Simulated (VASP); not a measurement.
# Sb (P6_3/mmc) in VASP: further runs

The runs below take Sb through single point, with PBE.

Program: VASP 6.6.1. These are calculated values, not measurements. Logs are shortened: lines on timing, memory, paths and dates and some standing lists are left out, and cuts for length are marked.

**1. The cell of the first run**

Symmetry: P6_3/mmc, No. 194, hexagonal system. Conventional cell: a = 3.302 Å, b = 3.302 Å, c = 5.330 Å, α = 90.00°, β = 90.00°, γ = 120.00°. Within 4.3 Å of Sb (site symmetry -6m2) lie 12 Sb at 3.28 to 3.30 Å.

This isn't the form of Sb at room conditions, which is rhombohedral.

**2. Single point, PBE (equal xx and yy strain of -2 %)**

Input file INCAR:

```
SYSTEM = Sb
PREC = Accurate ; ENCUT = 520
EDIFF = 1E-6 ; ISMEAR = -1
SIGMA = 0.05 ; LREAL = .FALSE.
LASPH = .TRUE. ; NELM = 80
ALGO = Normal ; ISIF = 2
LWAVE = .FALSE. ; LCHARG = .FALSE.
GGA = PE ; NBANDS = 12
```

Input file KPOINTS:

```
regular mesh
0
G
  12 12 7
  0 0 0
```

Input file POSCAR:

```
Sb
1.0
    3.3016201759      0.0000000000      0.0000000000
   -1.6508100880      2.8592869460      0.0000000000
    0.0000000000      0.0000000000      5.3300000000
Sb
2
Direct
    0.3333333333      0.6666666667      0.2500000000
    0.6666666667      0.3333333333      0.7500000000
```

Potentials or basis: VASP PAW PBE potentials, release 64 (Sb).

Command:

```
cat potpaw_PBE.64/Sb/POTCAR > POTCAR
mpirun -np 1 vasp_std > vasp.out
```

OUTCAR:

```text
SYSTEM = Sb
   PREC = Accurate
   ENCUT = 520
   EDIFF = 1E-6
   ISMEAR = -1
   LREAL = .FALSE.
   LASPH = .TRUE.
   NELM = 80
   ISIF = 2
   GGA = PE

 ion  position               nearest neighbor table
   1  0.333  0.667  0.250-   2 3.28   2 3.28   2 3.28   2 3.28   2 3.28   2 3.28
   2  0.667  0.333  0.750-   1 3.28   1 3.28   1 3.28   1 3.28   1 3.28   1 3.28

  LATTYP: Found a hexagonal cell.
 ALAT       =     3.3016201759
 C/A-ratio  =     1.6143589256

  Lattice vectors:

 A1 = (   3.3016201759,   0.0000000000,   0.0000000000)
 A2 = (  -1.6508100880,   2.8592869460,   0.0000000000)
 A3 = (   0.0000000000,   0.0000000000,   5.3300000000)

Analysis of symmetry for initial positions (statically):
=====================================================================
 Subroutine PRICEL returns:
 Original cell was already a primitive cell.

 Routine SETGRP: Setting up the symmetry group for a
 hexagonal supercell.

 Subroutine GETGRP returns: Found 24 space group operations
 (whereof 12 operations were pure point group operations)
 out of a pool of 24 trial point group operations.

The static configuration has the point symmetry D_3d.
 The point group associated with its full space group is D_6h.

Analysis of symmetry for dynamics (positions and initial velocities):
=====================================================================
 Subroutine PRICEL returns:
 Original cell was already a primitive cell.

 Routine SETGRP: Setting up the symmetry group for a
 hexagonal supercell.

 Subroutine GETGRP returns: Found 24 space group operations
 (whereof 12 operations were pure point group operations)
 out of a pool of 24 trial point group operations.

The dynamic configuration has the point symmetry D_3d.
 The point group associated with its full space group is D_6h.

 Subroutine INISYM returns: Found 24 space group operations
 (whereof 12 operations are pure point group operations),
 and found     1 'primitive' translations

----------------------------------------------------------------------------------------

                                     Primitive cell

  volume of cell :      50.3167

  direct lattice vectors                    reciprocal lattice vectors
     3.301620176  0.000000000  0.000000000     0.302881600  0.174868773  0.000000000
    -1.650810088  2.859286946  0.000000000     0.000000000  0.349737546  0.000000000
     0.000000000  0.000000000  5.330000000     0.000000000  0.000000000  0.187617261

  length of vectors
     3.301620176  3.301620176  5.330000000     0.349737546  0.349737546  0.187617261

  position of ions in fractional coordinates (direct lattice)
     0.333333333  0.666666667  0.250000000
     0.666666667  0.333333333  0.750000000

  ion indices of the primitive-cell ions
   primitive index   ion index
                 1           1
                 2           2

----------------------------------------------------------------------------------------

 KPOINTS: regular mesh

Automatic generation of k-mesh.
 Grid dimensions read from file:
 generate k-points for:   12   12    7

 Generating k-lattice:

  Cartesian coordinates                     Fractional coordinates (reciprocal lattice)
     0.025240133  0.014572398  0.000000000     0.083333333  0.000000000  0.000000000
     0.000000000  0.029144796  0.000000000     0.000000000  0.083333333  0.000000000
     0.000000000  0.000000000  0.026802466     0.000000000  0.000000000  0.142857143

  Length of vectors
     0.029144796  0.029144796  0.026802466

  Shift w.r.t. Gamma in fractional coordinates (k-lattice)
     0.000000000  0.000000000  0.000000000

 Subroutine IBZKPT returns following result:
 ===========================================

 Found     76 irreducible k-points:

 Following reciprocal coordinates:
            Coordinates               Weight
  0.000000  0.000000  0.000000      1.000000
  0.083333  0.000000  0.000000      6.000000
  0.166667  0.000000  0.000000      6.000000
  0.250000  0.000000  0.000000      6.000000
  0.333333  0.000000  0.000000      6.000000
  0.416667  0.000000  0.000000      6.000000
[... 16 lines left out ...]
  0.250000  0.000000  0.142857     12.000000
  0.333333  0.000000  0.142857     12.000000
 [... further k-points ...]
   k-points           NKPTS =     76   k-points in BZ     NKDIM =     76   number of bands    NBANDS=     12
   number of dos      NEDOS =    301   number of ions     NIONS =      2
   total plane-waves  NPLWV =  31360
   dimension x,y,z NGX =    28 NGY =   28 NGZ =   40
   dimension x,y,z NGXF=    56 NGYF=   56 NGZF=   80
   ions per type =               2
   NGX,Y,Z   is equivalent  to a cutoff of  14.10, 14.10, 12.48 a.u.
   NGXF,Y,Z  is equivalent  to a cutoff of  28.20, 28.20, 24.95 a.u.
 SYSTEM =  Sb
   PREC   = accura    normal or accurate (medium, high low for compatibility)
   ISTART =      0    job   : 0-new  1-cont  2-samecut
   ICHARG =      2    charge: 1-file 2-atom 10-const
   ISPIN  =      1    spin polarized calculation?
   LNONCOLLINEAR =      F non collinear calculations
   LSORBIT =      F    spin-orbit coupling
   LASPH  =      T    aspherical Exc in radial PAW
   ENCUT  =  520.0 eV  38.22 Ry    6.18 a.u.   6.14  6.14  9.91*2*pi/ulx,y,z
   NELM   =     80;   NELMIN=  2; NELMDL= -5     # of ELM steps
   EDIFF  = 0.1E-05   stopping-criterion for ELM
   LREAL  =      F    real-space projection
   EDIFFG = 0.1E-04   stopping-criterion for IOM
   NSW    =      0    number of steps for IOM
   IBRION =     -1    ionic relax: 0-MD 1-quasi-New 2-CG
   NFREE  =      0    steps in history (QN), initial steepest desc. (CG)
   ISIF   =      2    stress and relaxation
   ISYM   =      2    0-nonsym 1-usesym 2-fastsym
   POTIM  = 0.5000    time-step for ionic-motion
   TEBEG  =    0.0;   TEEND  =   0.0 temperature during run
   PSTRESS=    0.0 pullay stress
   NELECT =      10.0000    total number of electrons
   NUPDOWN=      -1.0000    fix difference up-down
   EMIN   =  10.00;   EMAX   =-10.00  energy-range for DOS
   EFERMI =   0.00;   METHOD = LEGACY
   ISMEAR =    -1;   SIGMA  =   0.05  broadening in eV -4-tet -1-fermi 0-gaus
   EFERMI_NEDOS =   21; number of points for ismear=-14 and -15
   IALGO  =     38    algorithm
   IMIX   =      4    mixing-type and parameters
     AMIX     =   0.40;   BMIX     =  1.00
     AMIX_MAG =   1.60;   BMIX_MAG =  1.00
  volume/ion in A,a.u.               =      25.16       169.78
  Fermi-wavevector in a.u.,A,eV,Ry     =   0.955368  1.805384 12.418425  0.912729
  Thomas-Fermi vector in A             =   2.084200
   LORBIT       =      0    0 simple, 1 ext, 2 COOP (PROOUT), +10 PAW based schemes
   GGA     = PE    functional components
   LHFCALC =     F    Hartree Fock is set to
   AEXX    =    0.0000 exact exchange contribution
   IVDW    =     0    specifies the selected vdW correction
   LEPSILON=     F    determine dielectric tensor
   LRPA    =     F    only Hartree local field effects (RPA)
 non-spin polarized calculation
  energy-cutoff  :      520.00
  volume of cell :       50.32
 maximum number of plane-waves:      1374
 NGX is ok and might be reduce to    28
   NGX = 13   NGY = 13   NGZ = 19

 number of electron      10.0000000 magnetization

 Free energy of the ion-electron system (eV)
  ---------------------------------------------------
  ext. energy  EPLUGINS =         0.00000000
  ---------------------------------------------------
  free energy    TOTEN  =        -7.64709098 eV

  energy without entropy =       -7.63500613  energy(sigma->0) =       -7.64104855

 E-fermi :   9.4647     XC(G=0): -10.5312

 val. band max:        9.4559492748   @ k =   0.1667   0.1667   0.4286
 cond. band min:       9.4707277897   @ k =   0.4167   0.0833   0.0000
 fundamental gap:      0.0147785150
 Fermi energy:         9.4646876279

 k-point     1 :       0.0000    0.0000    0.0000
  band No.  band energies     occupation
      1      -4.0388      2.00000
      2       0.2304      2.00000
      3       3.1940      2.00000
      4      13.2024      0.00000
      5      13.2024      0.00000
      6      15.0128      0.00000
      7      15.0128      0.00000
      8      15.5668      0.00000
      9      17.3058      0.00000
     10      18.4148      0.00000
     11      19.6182      0.00000
     12      19.6182      0.00000

 k-point     2 :       0.0833    0.0000    0.0000
  band No.  band energies     occupation
      1      -3.9097      2.00000
      2       0.3449      2.00000
      3       3.3287      2.00000
      4      11.8993      0.00000
      5      12.6925      0.00000
      6      14.3468      0.00000
      7      15.1705      0.00000
      8      15.3920      0.00000
      9      17.5759      0.00000
     10      18.3779      0.00000
     11      19.6065      0.00000
     12      19.9069      0.00000

 k-point     3 :       0.1667    0.0000    0.0000
  band No.  band energies     occupation
      1      -3.5235      2.00000
      2       0.6812      2.00000
      3       3.7296      2.00000
      4       9.6419      0.05611
      5      11.7859      0.00000
      6      12.8043      0.00000
      7      14.6649      0.00000
      8      15.0044      0.00000
      9      16.1887      0.00000
     10      18.6626      0.00000
     11      19.3756      0.00000
     12      20.1195      0.00000
[... 286 lines left out ...]
 k-point    23 :       0.2500    0.0000    0.1429
  band No.  band energies     occupation
      1      -2.7763      2.00000
      2       0.6790      2.00000
      3       5.0717      2.00000
      4       7.5697      2.00000
      5      10.4410      0.00000
      6      11.0509      0.00000
      7      13.3631      0.00000
      8      14.1416      0.00000
      9      15.2567      0.00000
     10      17.3383      0.00000
     11      18.2328      0.00000
     12      19.9242      0.00000

 k-point    24 :       0.3333    0.0000    0.1429
  band No.  band energies     occupation
      1      -1.9030      2.00000
      2       1.3521      2.00000
      3       5.1308      2.00000
      4       6.4177      2.00000
      5       8.4690      2.00000
      6      10.3995      0.00000
      7      12.0803      0.00000
      8      13.5852      0.00000
      9      14.4991      0.00000
     10      16.8009      0.00000
     11      18.3598      0.00000
     12      19.4981      0.00000

 [... further k-points ...]

------------------------ aborting loop because EDIFF is reached ----------------------------------------

  FORCE on cell =-STRESS in cart. coord.  units (eV):
  Direction    XX          YY          ZZ          XY          YZ          ZX
  --------------------------------------------------------------------------------------
  -------------------------------------------------------------------------------------
  Total        1.9946880      1.9946880      1.7022349     -0.0000000      0.0000000      0.0000000
  in kB       63.5145897     63.5145897     54.2023368     -0.0000000      0.0000000      0.0000000
  external PRESSURE =      60.4105054 kB  Pullay stress =       0.0000000 kB

 VOLUME and BASIS-vectors are now :
 -----------------------------------------------------------------------------
  energy-cutoff  :      520.00
  volume of cell :       50.32
      direct lattice vectors                 reciprocal lattice vectors
     3.301620176  0.000000000  0.000000000     0.302881600  0.174868773  0.000000000
    -1.650810088  2.859286946  0.000000000     0.000000000  0.349737546  0.000000000
     0.000000000  0.000000000  5.330000000     0.000000000  0.000000000  0.187617261

 POSITION                                       TOTAL-FORCE (eV/Angst)
 -----------------------------------------------------------------------------------
     -0.00000      1.90619      1.33250        -0.000000      0.000000      0.000000
      1.65081      0.95310      3.99750         0.000000      0.000000      0.000000
 -----------------------------------------------------------------------------------
    total drift:                                0.000000     -0.000000      0.000000

  FREE ENERGIE OF THE ION-ELECTRON SYSTEM (eV)
  ---------------------------------------------------
  free  energy   TOTEN  =        -7.6470909770 eV

  energy  without entropy=       -7.6350061291  energy(sigma->0) =       -7.64104855
```

Run time: 20 s. Hardware: 1 thread of AMD EPYC 9R45 (Zen 5), shared host; peak memory 0.17 GiB.

What came out:

- Free energy: -7.6471 eV
- Pressure: 6.0 GPa
- Band gap on the k mesh: zero (bands 5 and 6 overlap by 7.59 eV)

Caveat: the cell differs from its parent crystal (equal xx and yy strain of -2 %); the cell stands under pressure; spin-orbit coupling is left out, which moves the levels of the heavy elements.

**3. Single point, PBE (equal xx and yy strain of +1 %)**

Input file INCAR:

```
SYSTEM = Sb
ALGO = Normal ; EDIFF = 1E-7
ENCUT = 520 ; GGA = PE
ISIF = 2 ; ISMEAR = -1
LASPH = .TRUE. ; LCHARG = .TRUE.
LELF = .TRUE. ; LREAL = .FALSE.
LVHAR = .TRUE. ; LWAVE = .FALSE.
NBANDS = 12 ; NELM = 60
PREC = Accurate ; SIGMA = 0.05
```

Input file KPOINTS:

```
k-points
0
G
  12 12 7
  0 0 0
```

Input file POSCAR:

```
Sb
1.0
    3.4026901813      0.0000000000      0.0000000000
   -1.7013450907      2.9468161382      0.0000000000
    0.0000000000      0.0000000000      5.3300000000
Sb
2
Direct
    0.3333333333      0.6666666667      0.2500000000
    0.6666666667      0.3333333333      0.7500000000
```

Potentials or basis: VASP PAW PBE potentials, release 64 (Sb).

Command:

```
cat potpaw_PBE.64/Sb/POTCAR > POTCAR
mpirun -np 1 vasp_std > vasp.out
```

Wall time 25 s (1 thread of AMD EPYC 9R45 (Zen 5), shared host); peak memory 0.17 GiB.

The run converged. Its results:

* Free energy: -7.7255 eV
* Pressure: 1.5 GPa
* Band gap on the k mesh: zero (bands 5 and 6 overlap by 6.68 eV)

Stress tensor (GPa, compression positive):
```
1.74 0.00 0.00
0.00 1.74 0.00
0.00 0.00 0.95
```

Levels at points of the mesh, in eV from the Fermi level:
| k point | band 3 | band 4 | band 5 | band 6 | band 7 | band 8 |
| --- | --- | --- | --- | --- | --- | --- |
| (0.00, 0.00, 0.00) | -5.81 | 3.12 | 3.12 | 4.92 | 4.92 | 6.01 |
| (0.50, 0.00, 0.00) | -4.16 | -2.78 | -2.37 | -0.17 | 0.03 | 3.69 |

Caveat: the cell differs from its parent crystal (equal xx and yy strain of +1 %); spin-orbit coupling is left out, which moves the levels of the heavy elements.

The gap in the log of VASP goes by the Fermi energy; the results here count the filled bands.